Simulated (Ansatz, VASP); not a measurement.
**VCuC4N4 in VASP and in Ansatz**

```xyz
10
Lattice="5.9182 0.0000 0.0000 0.0000 5.9182 0.0000 0.0000 0.0000 5.9182" Properties=species:S:1:pos:R:3 pbc="T T T"
V     0.0000    0.0000    0.0000
Cu    2.9591    2.9591    2.9591
C     1.1656    1.1656    1.1656
C     1.1656    4.7527    4.7527
C     4.7527    1.1656    4.7527
C     4.7527    4.7527    1.1656
N     1.8418    1.8418    1.8418
N     1.8418    4.0764    4.0764
N     4.0764    1.8418    4.0764
N     4.0764    4.0764    1.8418
```

Alike in both runs: functional PBE; k mesh 6 × 6 × 6; occupations gaussian, width 0.02 eV; collinear spin.

Ansatz relaxed the structure, and its values are those at the end. VASP's run is a single point on that final structure, the one shown.

|  | VASP | Ansatz |
| --- | --- | --- |
| version | VASP 6.6.1 | Ansatz 0.2.0 |
| potentials or method | VASP PAW PBE potentials, release 64 (V_sv, Cu, C, N), cutoff 520 eV | scalar-relativistic, plane waves, PAW |
| valence electrons in the cell | 60 | 68 |

Ansatz gave:

- gap on the k mesh at the Fermi level (eV): 0.98
- least direct gap on the mesh (eV): 1.14
- pressure (GPa): 0.0
- rms of the force components (eV/Å): 0.005
- net moment per atom (μB): 0.20
- size of the moment on the site where the two differ most (μB): 1.32

Which values does VASP return?

gap on the k mesh at the Fermi level (eV): 0.99; least direct gap on the mesh (eV): 1.14; pressure (GPa): 0.5; rms of the force components (eV/Å): 0.170; net moment per atom (μB): 0.20; size of the moment on the site where the two differ most (μB): 1.65.

Site moments also hang on the region over which each program counts them. One of these differences is far larger than is usual between the two programs; its cause wasn't traced. VASP's potentials hold 60 valence electrons a cell and Ansatz's 68, so a difference there can come from the potentials and not from the codes.

Noted on VASP's run: the standard files for N, O and F lose accuracy on very short bonds.
